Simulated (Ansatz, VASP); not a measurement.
BAs: VASP beside Ansatz

INCAR

```
ALGO     = Normal         # electronic algorithm
EDIFF    = 1E-6           # SCF threshold, eV
ENCUT    = 560            # plane-wave cutoff, eV
GGA_COMPAT= F            
ISIF     = 2              # what is computed and relaxed
ISMEAR   = 0              # smearing method
LASPH    = T              # aspherical terms in the spheres
LCHARG   = F              # write CHGCAR
LREAL    = F              # projectors in reciprocal space
LWAVE    = F              # write WAVECAR
NBANDS   = 16             # bands
NELM     = 120            # most SCF steps
PREC     = Accurate       # precision mode
SIGMA    = 0.01           # smearing width, eV
```

The input KPOINTS:

```
k-points
0
Gamma
  10 10 10
```

POSCAR

```
BAs
1.0
    0.0000000000      2.3501597761      2.3501597761
    2.3501597761      0.0000000000      2.3501597761
    2.3501597761      2.3501597761      0.0000000000
B As
1 1
Direct
    0.0000000000      0.0000000000      0.0000000000
    0.7500000000      0.7500000000      0.7500000000
```

Input for Ansatz:

```yaml
crystal:
  lattice:
    - [0.0, 2.3501597761, 2.3501597761]
    - [2.3501597761, 0.0, 2.3501597761]
    - [2.3501597761, 2.3501597761, 0.0]
  atoms:
    - { symbol: B, position: [0.0, 0.0, 0.0] }
    - { symbol: As, position: [0.75, 0.75, 0.75] }
basis:
  ecutwfc: 420
kpoints:
  mp_grid: { grid: [10, 10, 10] }
hamiltonian:
  xc: lda
scf:
  occupations: { method: fixed }
output:
  forces: true
  stress: true
  eigenvalues: true
```

Alike in both runs: task single point; functional LDA; k mesh 10 × 10 × 10; no spin polarisation.

```csv
,VASP,Ansatz
version,VASP 6.6.1,Ansatz 0.2.0
potentials or method,"VASP PAW LDA potentials, release 64 (B, As_d), cutoff 560 eV","scalar-relativistic, plane waves, PAW"
occupations,"gaussian, width 0.01 eV",fixed
valence electrons in the cell,18,18
```

|  | VASP | Ansatz | Ansatz less VASP |
| --- | --- | --- | --- |
| gap on the k mesh at the Fermi level (eV) | 1.08 | 1.09 | +0.003 |
| least direct gap on the mesh (eV) | 3.31 | 3.32 | +0.004 |
| pressure (GPa) | 4.2 | 3.1 | -1.07 |

LDA's correlation is that of Perdew and Zunger in VASP and of Perdew and Wang (1992) in Ansatz.
